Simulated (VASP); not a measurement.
**Si: single point with r2SCAN**

Si:

```
Si
1.0
     0.00000    2.50434    2.50434
     2.50434    0.00000    2.50434
     2.50434    2.50434    0.00000
Si
2
Direct
  0.50000 0.50000 0.50000
  0.75000 0.75000 0.75000
```

This cell differs from its parent crystal: strain -0.080 along x and y, -0.080 along z.

```
Program                : VASP 6.6.1
Task                   : single point
Functional             : r2SCAN
Potentials or basis    : VASP PAW PBE potentials, release 64 (Si)
Cutoff                 : 520 eV
k mesh                 : 8 × 8 × 8
Occupations            : gaussian, width 0.05 eV
Spin                   : no spin polarisation
Dipole correction      : no
Further INCAR settings : ALGO = Normal; EDIFF = 1e-07; NBANDS = 11
```

| Item | Value |
| --- | --- |
| Pressure | 40.0 GPa |
| Band gap on the k mesh | 0.33 eV (least direct gap 2.83 eV) |

Levels at points of the mesh, in eV from the valence-band top:
| k point | band 2 | band 3 | band 4 | band 5 | band 6 | band 7 |
| --- | --- | --- | --- | --- | --- | --- |
| (0.00, 0.00, 0.00) | 0.00 | 0.00 | 0.00 | 2.83 | 2.83 | 2.83 |
| (0.50, 0.00, 0.00) | -8.65 | -1.50 | -1.50 | 2.81 | 3.36 | 3.36 |
| (0.50, 0.50, 0.00) | -9.10 | -3.73 | -3.73 | 0.33 | 0.33 | 12.46 |

Run time: 46 s on 1 thread of Intel Xeon 8259CL, with other jobs on the host, peak memory 0.16 GiB.

Caveat: the cell differs from its parent crystal (strain -0.080 along x and y, -0.080 along z); the cell stands under pressure; the PAW data sets were made with another functional, which shifts forces and pressure a little. A k mesh can miss the band edges.
